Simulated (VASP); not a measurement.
Runs of VASP 6.6.1 on NbPdSe3. The structure is that of space group P6/mmm (No. 191), or close to it. The cells are those of the table. 

```tsv
task	spin	cell	k mesh	cutoff (eV)	gap on the mesh (eV)	pressure (GPa)
relaxation of cell and atoms	off	relaxed from a = 5.027, b = 5.027, c = 6.523 Å, angles 90.0, 90.0, 120.0°, 5 atoms	6 × 6 × 4	600	none	-0.1
single point	off	a = 5.512, b = 5.512, c = 5.075 Å, angles 90.0, 90.0, 120.0°, 5 atoms	12 × 12 × 8	520	none	(a)
single point	off	a = 5.518, b = 5.518, c = 5.064 Å, angles 90.0, 90.0, 120.0°, 5 atoms	6 × 6 × 4	520	none	-0.1
single point	off	a = 5.027, b = 5.027, c = 6.523 Å, angles 90.0, 90.0, 120.0°, 5 atoms	6 × 6 × 4	520	none	12.6
single point	collinear, ferromagnetic start	a = 5.518, b = 5.518, c = 5.064 Å, angles 90.0, 90.0, 120.0°, 5 atoms	6 × 6 × 4	520	none	-0.1
```

Alike in all rows: level PBE; potentials or basis VASP PAW PBE potentials, release 64 (Nb_sv, Pd, Se); smearing gaussian 0.1 eV.

Q: Estimate the missing entries.

A: (a) 0.0.

A k mesh can miss the band edges, and the runs leave out spin-orbit coupling on Nb, Pd, Se.

A gap of «none» marks levels without a gap at the run's occupations.
